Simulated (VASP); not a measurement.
Wanted: the native input for a VASP 6.6.1 run.

```yaml
Task: single point
Functional: r2SCAN
Potentials_or_basis: VASP PAW PBE potentials, release 64 (Rb_sv)
Cutoff: 520 eV
k_mesh: 6 × 6 × 10
Occupations: gaussian, width 0.1 eV
Spin: no spin polarisation
Dipole_correction: no
Further_INCAR_settings: ALGO = Normal; EDIFF = 1e-07; NBANDS = 20
```

Rb:

```xyz
3
Lattice="8.1894 0.0000 0.0000 -4.0947 7.0922 0.0000 0.0000 0.0000 4.9240" Properties=species:S:1:pos:R:3 pbc="T T T"
Rb    0.0000    0.0000    0.0000
Rb    0.0000    4.7281    2.4620
Rb    4.0947    2.3641    2.4620
```

This isn't the form of Rb at room conditions, which is bcc.

One way to write it, as run:

POSCAR

```
Rb
1.0
    8.1893837047      0.0000000000      0.0000000000
   -4.0946918524      7.0922143296      0.0000000000
    0.0000000000      0.0000000000      4.9240430017
Rb
3
Direct
    0.0000000000      0.0000000000      0.0000000000
    0.3333333333      0.6666666667      0.5000000000
    0.6666666667      0.3333333333      0.5000000000
```

INCAR.step1

```
SYSTEM = Rb
ALGO     = Normal         ! electronic algorithm
EDIFF    = 1E-4           ! SCF threshold, eV
ENCUT    = 520            ! plane-wave cutoff, eV
GGA      = PE             ! functional
ISMEAR   = 0              ! smearing method
LASPH    = .True.         ! aspherical terms in the spheres
LCHARG   = .False.        ! write CHGCAR
LREAL    = .False.        ! projectors in reciprocal space
LWAVE    = .True.         ! write WAVECAR
NBANDS   = 20             ! bands
NELM     = 100            ! most SCF steps
PREC     = Accurate       ! precision mode
SIGMA    = 0.1            ! smearing width, eV
```

INCAR.step2

```
SYSTEM = Rb
ALGO     = Normal         ! electronic algorithm
EDIFF    = 1E-7           ! SCF threshold, eV
ENCUT    = 520            ! plane-wave cutoff, eV
ISIF     = 2              ! what is computed and relaxed
ISMEAR   = 0              ! smearing method
ISTART   = 1            
LASPH    = .True.         ! aspherical terms in the spheres
LCHARG   = .False.        ! write CHGCAR
LMIXTAU  = .True.       
LREAL    = .False.        ! projectors in reciprocal space
LWAVE    = .False.        ! write WAVECAR
METAGGA  = R2SCAN         ! meta-GGA
NBANDS   = 20             ! bands
NELM     = 100            ! most SCF steps
PREC     = Accurate       ! precision mode
SIGMA    = 0.1            ! smearing width, eV
```

KPOINTS

```
k-points
0
Gamma
  6 6 10
  0 0 0
```

Potentials or basis: VASP PAW PBE potentials, release 64 (Rb_sv).

Launch:

```sh
$ cat potpaw_PBE.64/Rb_sv/POTCAR > POTCAR
$ cp INCAR.step1 INCAR
$ mpirun -np 1 vasp_std > vasp.out
$ cp INCAR.step2 INCAR
$ mpirun -np 1 vasp_std > vasp.out
```

Results of the run:

* Pressure: 0.0 GPa
* Band gap on the k mesh: zero (an odd number of electrons rules out a gap without spin polarisation)

Caveat: the PAW data sets were made with another functional, which shifts forces and pressure a little.

Run time: 21 min on 1 thread of Intel(R) Xeon(R) 6975P-C (Granite Rapids) (shared host), peak memory 0.53 GiB.
